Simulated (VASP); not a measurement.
# Y (P6_3/mmc) in VASP: notebook, part 2 of 2

VASP 6.6.1. The steps go on from the part before.

### Step 3. Single point, PBEsol

This run uses another cell than the first one, of 31.30 Å³/atom.

Contents of INCAR:

```
  PREC = Accurate
  ENCUT = 520
  EDIFF = 1E-7
  ISMEAR = 0
  SIGMA = 0.1
  LREAL = F
  LASPH = T
  NELM = 80
  ALGO = Fast
  ISIF = 2
  LWAVE = F
  LCHARG = F
  GGA = PS
  ISYM = 0
  NBANDS = 18
```

Contents of KPOINTS:

```
Automatic mesh
0
Gamma
  10 6 11
```

Contents of POSCAR:

```
Y
1.0
    3.5975166209      0.0000000000      0.0000000000
    0.0000000000      5.5857601119      0.0000000000
    1.7987583105      0.0000000000      3.1155407843
Y
2
Direct
    0.3333333333      0.7500000000      0.3333333333
    0.6666666667      0.2500000000      0.6666666667
```

Potentials or basis: VASP PAW PBE potentials, release 64 (Y_sv).

The run is started by

```sh
$ cat potpaw_PBE.64/Y_sv/POTCAR > POTCAR
$ mpirun -np 1 vasp_std > vasp.out
```

OUTCAR:

```text
PREC = Accurate
   ENCUT = 520
   EDIFF = 1E-7
   ISMEAR = 0
   LREAL = F
   LASPH = T
   NELM = 80
   ISIF = 2
   GGA = PS
   ISYM = 0

 ion  position               nearest neighbor table
   1  0.333  0.750  0.333-   2 3.48   2 3.48   2 3.48   2 3.48   2 3.48   2 3.48
   2  0.667  0.250  0.667-   1 3.48   1 3.48   1 3.48   1 3.48   1 3.48   1 3.48

IMPORTANT INFORMATION: All symmetrisations will be switched off!
NOSYMM: (Re-)initialisation of all symmetry stuff for point group C_1.

----------------------------------------------------------------------------------------

                                     Primitive cell

  volume of cell :      62.6064

  direct lattice vectors                    reciprocal lattice vectors
     3.597516621  0.000000000  0.000000000     0.277969529  0.000000000 -0.160485782
     0.000000000  5.585760112  0.000000000     0.000000000  0.179026664  0.000000000
     1.798758311  0.000000000  3.115540784     0.000000000  0.000000000  0.320971565

  length of vectors
     3.597516621  5.585760112  3.597516621     0.320971565  0.179026664  0.320971565

  position of ions in fractional coordinates (direct lattice)
     0.333333333  0.750000000  0.333333333
     0.666666667  0.250000000  0.666666667

  ion indices of the primitive-cell ions
   primitive index   ion index
                 1           1
                 2           2

----------------------------------------------------------------------------------------

 KPOINTS: Automatic mesh

Automatic generation of k-mesh.
 Grid dimensions read from file:
 generate k-points for:   10    6   11

 Generating k-lattice:

  Cartesian coordinates                     Fractional coordinates (reciprocal lattice)
     0.027796953  0.000000000 -0.016048578     0.100000000  0.000000000  0.000000000
[... 97 lines left out ...]
   EFERMI_NEDOS =   21; number of points for ismear=-14 and -15
   IALGO  =     68    algorithm
   IMIX   =      4    mixing-type and parameters
     AMIX     =   0.40;   BMIX     =  1.00
     AMIX_MAG =   1.60;   BMIX_MAG =  1.00
  volume/ion in A,a.u.               =      31.30       211.24
  Fermi-wavevector in a.u.,A,eV,Ry     =   1.155251  2.183107 18.158390  1.334604
  Thomas-Fermi vector in A             =   2.291881
   LORBIT       =      0    0 simple, 1 ext, 2 COOP (PROOUT), +10 PAW based schemes
   GGA     = PS    functional components
   LHFCALC =     F    Hartree Fock is set to
   AEXX    =    0.0000 exact exchange contribution
   IVDW    =     0    specifies the selected vdW correction
   LEPSILON=     F    determine dielectric tensor
   LRPA    =     F    only Hartree local field effects (RPA)
 non-spin polarized calculation
 RMM-DIIS sequential band-by-band and
 Gauss-broadening in eV      SIGMA  =   0.10
  energy-cutoff  :      520.00
  volume of cell :       62.61
 maximum number of plane-waves:      1725
   NGX = 13   NGY = 21   NGZ = 13

 number of electron      22.0000002 magnetization

 Free energy of the ion-electron system (eV)
  ---------------------------------------------------
  ext. energy  EPLUGINS =         0.00000000
  ---------------------------------------------------
  free energy    TOTEN  =       -13.65250566 eV

  energy without entropy =      -13.63755739  energy(sigma->0) =      -13.64503153

 E-fermi :   3.1271     XC(G=0):  -9.7231

 val. band max:        3.1249158638   @ k =  -0.1000   0.0000   0.2727
 cond. band min:       3.1319499384   @ k =  -0.1000   0.0000   0.1818
 fundamental gap:      0.0070340746
 Fermi energy:         3.1270667946

 k-point     1 :       0.0000    0.0000    0.0000
  band No.  band energies     occupation
      1     -39.3648      2.00000
      2     -39.2699      2.00000
      3     -19.7334      2.00000
      4     -19.1712      2.00000
      5     -19.1708      2.00000
      6     -19.0609      2.00000
[... 481 lines left out ...]
      5     -19.2866      2.00000
      6     -19.2225      2.00000
[... 10 lines left out ...]
     17       7.2528      0.00000
     18       7.2610      0.00000

 [... further k-points ...]

------------------------ aborting loop because EDIFF is reached ----------------------------------------

  FORCE on cell =-STRESS in cart. coord.  units (eV):
  Direction    XX          YY          ZZ          XY          YZ          ZX
  --------------------------------------------------------------------------------------
  -------------------------------------------------------------------------------------
  Total       -0.0058403     -0.1275234     -0.0315395     -0.0000016     -0.0000000      0.0040731
  in kB       -0.1494601     -3.2634884     -0.8071372     -0.0000405     -0.0000001      0.1042354
  external PRESSURE =      -1.4066952 kB  Pullay stress =       0.0000000 kB

 VOLUME and BASIS-vectors are now :
 -----------------------------------------------------------------------------
  energy-cutoff  :      520.00
  volume of cell :       62.61
      direct lattice vectors                 reciprocal lattice vectors
     3.597516621  0.000000000  0.000000000     0.277969529  0.000000000 -0.160485782
     0.000000000  5.585760112  0.000000000     0.000000000  0.179026664  0.000000000
     1.798758311  0.000000000  3.115540784     0.000000000  0.000000000  0.320971565

 POSITION                                       TOTAL-FORCE (eV/Angst)
 -----------------------------------------------------------------------------------
      1.79876      4.18932      1.03851         0.000983     -0.000001     -0.005922
      3.59752      1.39644      2.07703        -0.000983      0.000001      0.005922
 -----------------------------------------------------------------------------------
    total drift:                                0.000003     -0.000003      0.000004

  FREE ENERGIE OF THE ION-ELECTRON SYSTEM (eV)
  ---------------------------------------------------
  free  energy   TOTEN  =       -13.6525056629 eV

  energy  without entropy=      -13.6375573912  energy(sigma->0) =      -13.64503153
```

OSZICAR:

```text
N       E                     dE             d eps       ncg     rms          rms(c)
DAV:   1     0.887586402758E+02    0.88759E+02   -0.11351E+04 11968   0.117E+03
DAV:   2    -0.660546581927E+01   -0.95364E+02   -0.93724E+02 14948   0.261E+02
DAV:   3    -0.138766544347E+02   -0.72712E+01   -0.72056E+01 20604   0.434E+01
[... 13 lines left out ...]
RMM:  17    -0.136525044950E+02   -0.11638E-05   -0.10990E-05 20725   0.103E-02    0.907E-03
RMM:  18    -0.136525051481E+02   -0.65303E-06   -0.59037E-06 18209   0.678E-03    0.258E-03
RMM:  19    -0.136525054383E+02   -0.29028E-06   -0.26519E-06 15290   0.436E-03    0.107E-03
RMM:  20    -0.136525055894E+02   -0.15108E-06   -0.14454E-06 13529   0.299E-03    0.285E-04
RMM:  21    -0.136525056629E+02   -0.73459E-07   -0.75948E-07 11835   0.221E-03
   1 F= -.13652506E+02 E0= -.13645032E+02  d E =-.149483E-01
```

Run time: 14 min. Hardware: 1 thread of Intel Xeon 8259CL, shared host; peak memory 0.46 GiB.

What came out:

- Free energy: -13.6525 eV
- Pressure: -0.1 GPa
- Largest force: 0.006 eV/Å
- Band gap on the k mesh: zero (bands 11 and 12 overlap by 1.59 eV)

Forces in eV/Å, atoms in the order of the input:
```
Y    0.001  0.000 -0.006
Y   -0.001  0.000  0.006
```

Stress tensor (GPa, compression positive):
```
-0.01  0.00  0.01
 0.00 -0.33  0.00
 0.01  0.00 -0.08
```

Caveat: the PAW data sets were made with another functional, which shifts forces and pressure a little.

### Step 4. Single point, PBEsol

This run uses another cell than the first one, of 31.30 Å³/atom.

Contents of INCAR:

```
SYSTEM = Y
  ALGO = Fast
  EDIFF = 1E-6
  ENCUT = 520
  GGA = PS
  ISIF = 2
  ISMEAR = 0
  LASPH = .True.
  LCHARG = .False.
  LREAL = .False.
  LWAVE = .False.
  NBANDS = 18
  NELM = 80
  PREC = Accurate
  SIGMA = 0.15
```

Contents of KPOINTS:

```
k-points
0
Gamma
  18 18 12
  0 0 0
```

Contents of POSCAR:

```
Y
1.0
    3.5975166209      0.0000000000      0.0000000000
   -1.7987583104      3.1155407842      0.0000000000
    0.0000000000      0.0000000000      5.5857601125
Y
2
Direct
    0.3333333333      0.6666666667      0.2500000000
    0.6666666667      0.3333333333      0.7500000000
```

The run is started by

```sh
$ cat potpaw_PBE.64/Y_sv/POTCAR > POTCAR
$ mpirun -np 1 vasp_std > vasp.out
```

Wall time 5.2 min (1 thread of Intel Xeon Platinum 8488C (Sapphire Rapids), shared host); peak memory 0.4 GiB.

The run converged. Its results:

| Item | Value |
| --- | --- |
| Free energy | -13.6601 eV |
| Pressure | -0.1 GPa |
| Band gap on the k mesh | zero (bands 11 and 12 overlap by 1.60 eV) |

Stress tensor (GPa, compression positive):
```
-0.10  0.00  0.00
 0.00 -0.10  0.00
 0.00  0.00 -0.03
```

Levels at points of the mesh, in eV from the Fermi level:
```tsv
k point	band 8	band 9	band 10	band 11	band 12	band 13	band 14	band 15
(0.00, 0.00, 0.00)	-22.13	-4.77	-1.93	1.13	1.77	1.77	2.18	2.43
(0.50, 0.00, 0.00)	-22.24	-1.71	-1.28	-0.87	-0.04	1.44	1.52	2.20
(0.00, 0.00, 0.50)	-22.23	-3.25	-3.25	1.01	1.01	1.67	1.67	1.67
(0.50, 0.00, 0.50)	-22.30	-1.73	-1.73	0.08	0.08	1.52	1.52	2.84
```

Caveat: the PAW data sets were made with another functional, which shifts forces and pressure a little.

### Step 5. Single point, PBEsol

This run uses another cell than the first one, of 31.30 Å³/atom.

Contents of INCAR:

```
SYSTEM = Y
PREC = Accurate
ENCUT = 520
EDIFF = 1E-6
ISMEAR = 0
SIGMA = 0.15
LREAL = .FALSE.
LASPH = .TRUE.
NELM = 80
ALGO = Fast
ISIF = 2
LWAVE = .FALSE.
LCHARG = .FALSE.
GGA = PS
NBANDS = 18
```

Contents of KPOINTS:

```
regular mesh
0
G
  24 24 12
  0 0 0
```

POSCAR is that of step 4.

Potentials or basis: VASP PAW PBE potentials, release 64 (Y_sv).

The run is started by

```sh
$ cat potpaw_PBE.64/Y_sv/POTCAR > POTCAR
$ mpirun -np 1 vasp_std > vasp.out
```

OUTCAR:

```text
SYSTEM = Y
   PREC = Accurate
   ENCUT = 520
   EDIFF = 1E-6
   ISMEAR = 0
   LREAL = .FALSE.
   LASPH = .TRUE.
   NELM = 80
   ISIF = 2
   GGA = PS

 ion  position               nearest neighbor table
   1  0.333  0.667  0.250-   2 3.48   2 3.48   2 3.48   2 3.48   2 3.48   2 3.48
   2  0.667  0.333  0.750-   1 3.48   1 3.48   1 3.48   1 3.48   1 3.48   1 3.48

  LATTYP: Found a hexagonal cell.
 ALAT       =     3.5975166209
 C/A-ratio  =     1.5526711065

[... 695 lines left out ...]
 [... further k-points ...]

------------------------ aborting loop because EDIFF is reached ----------------------------------------

  FORCE on cell =-STRESS in cart. coord.  units (eV):
  Direction    XX          YY          ZZ          XY          YZ          ZX
  --------------------------------------------------------------------------------------
  -------------------------------------------------------------------------------------
  Total       -0.0414021     -0.0414021     -0.0104099     -0.0000000     -0.0000000     -0.0000000
  in kB       -1.0595333     -1.0595333     -0.2664024     -0.0000000     -0.0000000     -0.0000000
  external PRESSURE =      -0.7951563 kB  Pullay stress =       0.0000000 kB

 VOLUME and BASIS-vectors are now :
 -----------------------------------------------------------------------------
  energy-cutoff  :      520.00
  volume of cell :       62.61
      direct lattice vectors                 reciprocal lattice vectors
     3.597516621  0.000000000  0.000000000     0.277969529  0.160485782  0.000000000
    -1.798758310  3.115540784  0.000000000     0.000000000  0.320971565  0.000000000
     0.000000000  0.000000000  5.585760113     0.000000000  0.000000000  0.179026664

 POSITION                                       TOTAL-FORCE (eV/Angst)
 -----------------------------------------------------------------------------------
     -0.00000      2.07703      1.39644        -0.000000     -0.000000      0.000000
      1.79876      1.03851      4.18932         0.000000      0.000000      0.000000
 -----------------------------------------------------------------------------------
    total drift:                                0.000000     -0.000000      0.000000

  FREE ENERGIE OF THE ION-ELECTRON SYSTEM (eV)
  ---------------------------------------------------
  free  energy   TOTEN  =       -13.6601324670 eV

  energy  without entropy=      -13.6171474609  energy(sigma->0) =      -13.63863996
```

Run time: 6.8 min. Hardware: 1 thread of Intel Xeon Platinum 8488C (Sapphire Rapids), shared host; peak memory 0.54 GiB.

What came out:

```yaml
Free_energy: -13.6601 eV
Pressure: -0.1 GPa
Band_gap_on_the_k_mesh: zero (bands 11 and 12 overlap by 1.61 eV)
```

Levels at points of the mesh, in eV from the Fermi level:
| k point | band 9 | band 10 | band 11 | band 12 | band 13 | band 14 |
| --- | --- | --- | --- | --- | --- | --- |
| (0.00, 0.00, 0.00) | -4.77 | -1.93 | 1.13 | 1.77 | 1.77 | 2.18 |
| (0.50, 0.00, 0.00) | -1.71 | -1.28 | -0.87 | -0.04 | 1.44 | 1.52 |
| (0.00, 0.00, 0.50) | -3.25 | -3.25 | 1.01 | 1.01 | 1.67 | 1.67 |
| (0.50, 0.00, 0.50) | -1.73 | -1.73 | 0.08 | 0.08 | 1.52 | 1.52 |

Caveat: the PAW data sets were made with another functional, which shifts forces and pressure a little.

### Step 6. Summary

```tsv
task	cell	k mesh	cutoff (eV)	smearing	gap on the mesh (eV)	pressure (GPa)
relaxation of cell and atoms	relaxed from a = 3.651, b = 3.651, c = 5.747 Å, angles 90.0, 90.0, 120.0°, 2 atoms, atomic positions A	12 × 12 × 8	600	gaussian 0.1 eV	none	0.0
single point	a = 3.598, b = 5.586 Å, angles 90.0, 60.0, 90.0°, 2 atoms, atomic positions B	10 × 6 × 11	520	gaussian 0.1 eV	none	-0.1
single point	a = 3.598, b = 3.598, c = 5.586 Å, angles 90.0, 90.0, 120.0°, 2 atoms, atomic positions A	18 × 18 × 12	520	gaussian 0.15 eV	none	-0.1
single point	a = 3.598, b = 3.598, c = 5.586 Å, angles 90.0, 90.0, 120.0°, 2 atoms, atomic positions A	24 × 24 × 12	520	gaussian 0.15 eV	none	-0.1
```

Alike in all rows: level PBEsol; potentials or basis VASP PAW PBE potentials, release 64 (Y_sv); no spin polarisation.

Caveats: the PAW data sets were made with another functional, which shifts forces and pressure a little.

Total energies depend on the potentials used, so only differences within one code and one set of settings carry meaning.
